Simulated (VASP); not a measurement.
# Sc (Pm-3m) in VASP: a series of runs, part 2 of 2

VASP 6.6.1. Earlier steps stand in the parts before.

**3. Single point, PBE**

This run uses another cell than the first one, of 26.05 Å³/atom, 0.995 times its volume.

INCAR

```
SYSTEM = Sc
PREC = Accurate ; ENCUT = 520
EDIFF = 1E-6 ; ISMEAR = 0
SIGMA = 0.1 ; LREAL = .False.
LASPH = .True. ; NELM = 100
ALGO = Fast ; ISIF = 2
LWAVE = .False. ; LCHARG = .False.
GGA = PE ; NBANDS = 12
```

KPOINTS

```
regular mesh
0
Gamma
  14 14 14
  0 0 0
```

POSCAR

```
Sc
1.0
    2.9645229599      0.0000000000      0.0000000000
    0.0000000000      2.9645229599      0.0000000000
    0.0000000000      0.0000000000      2.9645229599
Sc
1
Direct
    0.0000000000      0.0000000000      0.0000000000
```

Potentials or basis: VASP PAW PBE potentials, release 64 (Sc_sv).

Launch:

```
$ cat potpaw_PBE.64/Sc_sv/POTCAR > POTCAR
$ mpirun -np 1 vasp_std > vasp.out
```

OUTCAR:

```text
SYSTEM = Sc
   PREC = Accurate
   ENCUT = 520
   EDIFF = 1E-6
   ISMEAR = 0
   LREAL = .False.
   LASPH = .True.
   NELM = 100
   ISIF = 2
   GGA = PE

 ion  position               nearest neighbor table
   1  0.000  0.000  0.000-

  LATTYP: Found a simple cubic cell.
 ALAT       =     2.9645229599

  Lattice vectors:

 A1 = (   2.9645229599,   0.0000000000,   0.0000000000)
 A2 = (   0.0000000000,   2.9645229599,   0.0000000000)
 A3 = (   0.0000000000,   0.0000000000,   2.9645229599)

Analysis of symmetry for initial positions (statically):
=====================================================================
 Subroutine PRICEL returns:
 Original cell was already a primitive cell.

 Routine SETGRP: Setting up the symmetry group for a
 simple cubic supercell.

 Subroutine GETGRP returns: Found 48 space group operations
[... 9 lines left out ...]

 Routine SETGRP: Setting up the symmetry group for a
 simple cubic supercell.

 Subroutine GETGRP returns: Found 48 space group operations
[... 11 lines left out ...]
                                     Primitive cell

  volume of cell :      26.0534

  direct lattice vectors                    reciprocal lattice vectors
     2.964522960  0.000000000  0.000000000     0.337322400  0.000000000  0.000000000
[... 138 lines left out ...]
 fundamental gap:      0.0165540826
 Fermi energy:         3.4857525784

 k-point     1 :       0.0000    0.0000    0.0000
  band No.  band energies     occupation
      1     -46.2079      2.00000
      2     -24.5804      2.00000
      3     -24.5804      2.00000
      4     -24.5804      2.00000
      5      -1.5323      2.00000
      6       2.9867      2.00000
      7       2.9867      2.00000
      8       7.2383      0.00000
      9       7.2383      0.00000
     10       7.2383      0.00000
     11      15.6796      0.00000
     12      15.6796      0.00000
[... 331 lines left out ...]
 k-point    24 :       0.3571    0.2143    0.0000
  band No.  band energies     occupation
      1     -46.1329      2.00000
      2     -24.9775      2.00000
      3     -24.7401      2.00000
      4     -24.5265      2.00000
      5       1.3288      2.00000
      6       3.3951      1.80015
      7       4.2706      0.00000
      8       5.7256      0.00000
      9       6.0652      0.00000
     10       6.7719      0.00000
     11      10.3508      0.00000
     12      14.4192      0.00000

 [... further k-points ...]
[... 5 lines left out ...]
  --------------------------------------------------------------------------------------
  -------------------------------------------------------------------------------------
  Total        0.0029503      0.0029503      0.0029503      0.0000000      0.0000000      0.0000000
  in kB        0.1814291      0.1814291      0.1814291      0.0000000      0.0000000      0.0000000
  external PRESSURE =       0.1814291 kB  Pullay stress =       0.0000000 kB

 VOLUME and BASIS-vectors are now :
 -----------------------------------------------------------------------------
  energy-cutoff  :      520.00
  volume of cell :       26.05
      direct lattice vectors                 reciprocal lattice vectors
     2.964522960  0.000000000  0.000000000     0.337322400  0.000000000  0.000000000
     0.000000000  2.964522960  0.000000000     0.000000000  0.337322400  0.000000000
     0.000000000  0.000000000  2.964522960     0.000000000  0.000000000  0.337322400

 POSITION                                       TOTAL-FORCE (eV/Angst)
 -----------------------------------------------------------------------------------
      0.00000      0.00000      0.00000         0.000000      0.000000      0.000000
 -----------------------------------------------------------------------------------
    total drift:                                0.000000      0.000000      0.000000

  FREE ENERGIE OF THE ION-ELECTRON SYSTEM (eV)
  ---------------------------------------------------
  free  energy   TOTEN  =        -5.4901885395 eV

  energy  without entropy=       -5.4734957699  energy(sigma->0) =       -5.48184215
```

OSZICAR:

```text
N       E                     dE             d eps       ncg     rms          rms(c)
DAV:   1     0.770665469471E+02    0.77067E+02   -0.50966E+03  2888   0.886E+02
DAV:   2    -0.455872374602E+01   -0.81625E+02   -0.79995E+02  2888   0.286E+02
DAV:   3    -0.611823195384E+01   -0.15595E+01   -0.15149E+01  3792   0.515E+01
DAV:   4    -0.614421932174E+01   -0.25987E-01   -0.25954E-01  3584   0.533E+00
DAV:   5    -0.614466204156E+01   -0.44272E-03   -0.44271E-03  3948   0.651E-01    0.503E+00
RMM:   6    -0.553437103586E+01    0.61029E+00   -0.59902E-01  2992   0.978E+00    0.131E+00
RMM:   7    -0.549448438633E+01    0.39887E-01   -0.40654E-01  3656   0.512E+00    0.607E-01
RMM:   8    -0.549103621671E+01    0.34482E-02   -0.27372E-02  3195   0.234E+00    0.396E-01
RMM:   9    -0.549064891223E+01    0.38730E-03   -0.11373E-02  3487   0.913E-01    0.118E-01
RMM:  10    -0.549011283215E+01    0.53608E-03   -0.16592E-03  3271   0.633E-01    0.598E-02
RMM:  11    -0.549018159806E+01   -0.68766E-04   -0.65913E-04  3774   0.209E-01    0.146E-02
RMM:  12    -0.549018815778E+01   -0.65597E-05   -0.72211E-05  3879   0.897E-02    0.426E-03
RMM:  13    -0.549018853950E+01   -0.38172E-06   -0.78309E-06  3321   0.337E-02
   1 F= -.54901885E+01 E0= -.54818422E+01  d E =-.166928E-01
```

stdout:

```text
POSCAR found type information on POSCAR Sc
 POSCAR found :  1 types and       1 ions
 scaLAPACK will be used
 LDA part: xc-table for (Slater+PW92), standard interpolation
 POSCAR, INCAR and KPOINTS ok, starting setup
 FFT: planning ... GRIDC
 FFT: planning ... GRID_SOFT
 FFT: planning ... GRID
 WAVECAR not read
 entering main loop
```

It took 21 s on 1 thread of Intel Xeon Platinum 8259CL at 2.50GHz (Skylake/Cascade Lake), shared host; peak memory 0.16 GiB.

Results:

```
Free energy : -5.4902 eV
Pressure    : 0.0 GPa
```

Levels at points of the mesh, in eV from the Fermi level:
```
           k point  band 3  band 4  band 5  band 6  band 7  band 8
(0.00, 0.00, 0.00)  -28.07  -28.07   -5.02   -0.50   -0.50    3.75
(0.50, 0.00, 0.00)  -28.02  -28.02   -1.68   -0.53    0.10    2.22
(0.50, 0.50, 0.00)  -28.51  -27.98   -1.73    0.22    2.57    2.57
(0.50, 0.50, 0.50)  -28.44  -28.44   -0.47   -0.47   -0.47    4.73
```

**4. Relaxation of cell and atoms, PBE**

INCAR

```
PREC = Accurate ; ENCUT = 600
EDIFF = 1E-7 ; ISMEAR = 0
SIGMA = 0.1 ; LREAL = F
LASPH = T ; NELM = 60
ALGO = Fast ; ISIF = 3
LWAVE = F ; LCHARG = F
GGA = PE ; IBRION = 2
NSW = 100 ; EDIFFG = -0.01
```

KPOINTS

```
Automatic mesh
0
Gamma
  14 14 14
```

POSCAR

```
Sc
1.0
    2.9696679687      0.0000000000      0.0000000000
    0.0000000000      2.9696679687      0.0000000000
    0.0000000000      0.0000000000      2.9696679687
Sc
1
Direct
    0.0000000000      0.0000000000      0.0000000000
```

Potentials or basis: VASP PAW PBE potentials, release 64 (Sc_sv).

Launch:

```
$ cat potpaw_PBE.64/Sc_sv/POTCAR > POTCAR
$ mpirun -np 1 vasp_std > vasp.out
```

OUTCAR:

```text
PREC = Accurate
   ENCUT = 600
   EDIFF = 1E-7
   ISMEAR = 0
   LREAL = F
   LASPH = T
   NELM = 60
   ISIF = 3
   GGA = PE
   IBRION = 2
   NSW = 100
   EDIFFG = -0.01

 ion  position               nearest neighbor table
   1  0.000  0.000  0.000-

  LATTYP: Found a simple cubic cell.
 ALAT       =     2.9696679687

  Lattice vectors:

 A1 = (   2.9696679687,   0.0000000000,   0.0000000000)
 A2 = (   0.0000000000,   2.9696679687,   0.0000000000)
[... 518 lines left out ...]

------------------------ aborting loop because EDIFF is reached ----------------------------------------

  FORCE on cell =-STRESS in cart. coord.  units (eV):
  Direction    XX          YY          ZZ          XY          YZ          ZX
  --------------------------------------------------------------------------------------
  -------------------------------------------------------------------------------------
  Total       -0.0038397     -0.0038397     -0.0038397      0.0000000      0.0000000     -0.0000000
  in kB       -0.2356513     -0.2356513     -0.2356513      0.0000000      0.0000000     -0.0000000
  external PRESSURE =      -0.2356513 kB  Pullay stress =       0.0000000 kB

 VOLUME and BASIS-vectors are now :
 -----------------------------------------------------------------------------
  energy-cutoff  :      600.00
  volume of cell :       26.11
      direct lattice vectors                 reciprocal lattice vectors
     2.966510905  0.000000000  0.000000000     0.337096351 -0.000000000  0.000000000
     0.000000000  2.966510905  0.000000000    -0.000000000  0.337096351  0.000000000
    -0.000000000 -0.000000000  2.966510905    -0.000000000 -0.000000000  0.337096351

 POSITION                                       TOTAL-FORCE (eV/Angst)
 -----------------------------------------------------------------------------------
      0.00000      0.00000      0.00000        -0.000000     -0.000000      0.000000
 -----------------------------------------------------------------------------------
    total drift:                                0.000000     -0.000000      0.000000

  FREE ENERGIE OF THE ION-ELECTRON SYSTEM (eV)
  ---------------------------------------------------
  free  energy   TOTEN  =        -5.4903147207 eV

  energy  without entropy=       -5.4735488942  energy(sigma->0) =       -5.48193181

 reached required accuracy - stopping structural energy minimisation
```

OSZICAR:

```text
N       E                     dE             d eps       ncg     rms          rms(c)
DAV:   1     0.812071268186E+02    0.81207E+02   -0.56665E+03  2160   0.130E+03
DAV:   2    -0.415322797194E+01   -0.85360E+02   -0.84737E+02  2163   0.348E+02
[... 20 lines left out ...]
RMM:   3    -0.549033313521E+01   -0.80799E-04   -0.28227E-03  2477   0.560E-01    0.424E-02
RMM:   4    -0.549031182509E+01    0.21310E-04   -0.17986E-04  2454   0.212E-01    0.170E-02
RMM:   5    -0.549031309540E+01   -0.12703E-05   -0.77278E-05  2575   0.987E-02    0.378E-03
RMM:   6    -0.549031469999E+01   -0.16046E-05   -0.14050E-05  2613   0.440E-02    0.113E-03
RMM:   7    -0.549031472124E+01   -0.21254E-07   -0.20378E-06  2091   0.177E-02    0.839E-04
RMM:   8    -0.549031472074E+01    0.50795E-09   -0.59360E-07  1690   0.113E-02
   2 F= -.54903147E+01 E0= -.54819318E+01  d E =-.431452E-04
```

Run time: 29 s. Hardware: 1 thread of Intel Xeon Platinum 8259CL at 2.50GHz (Skylake/Cascade Lake), shared host; peak memory 0.17 GiB.

What came out:

* Free energy: -5.4903 eV
* Relaxed volume: 26.11 Å³/atom
* Relaxed cell: a = 2.967 Å, b = 2.967 Å, c = 2.967 Å, α = 90.00°, β = 90.00°, γ = 90.00°
* Space group after relaxing (to 0.05 Å): Pm-3m (No. 221)
* Energy gained by relaxing: 0.0 meV/atom
* Ionic steps: 2
* Pressure after relaxing: 0.0 GPa

Final structure:
```yaml
crystal:
  lattice:
    - [2.96651, 0.00000, 0.00000]
    - [0.00000, 2.96651, 0.00000]
    - [0.00000, 0.00000, 2.96651]
  atoms:
    - { symbol: Sc, position: [0.00000, 0.00000, 0.00000] }
```

**5. The runs side by side**

```tsv
task	cell	k mesh	cutoff (eV)	gap on the mesh (eV)	pressure (GPa)
single point	a = 2.970 Å, 1 atom	6 × 6 × 6	520	none	0.0
single point	a = 2.965 Å, 1 atom	14 × 14 × 14	520	none	0.0
relaxation of cell and atoms	relaxed from a = 2.970 Å, 1 atom	14 × 14 × 14	600	none	0.0
```

Alike in all rows: level PBE; potentials or basis VASP PAW PBE potentials, release 64 (Sc_sv); no spin polarisation; smearing gaussian 0.1 eV.

Absolute energies hang on the potentials; compare differences alone.
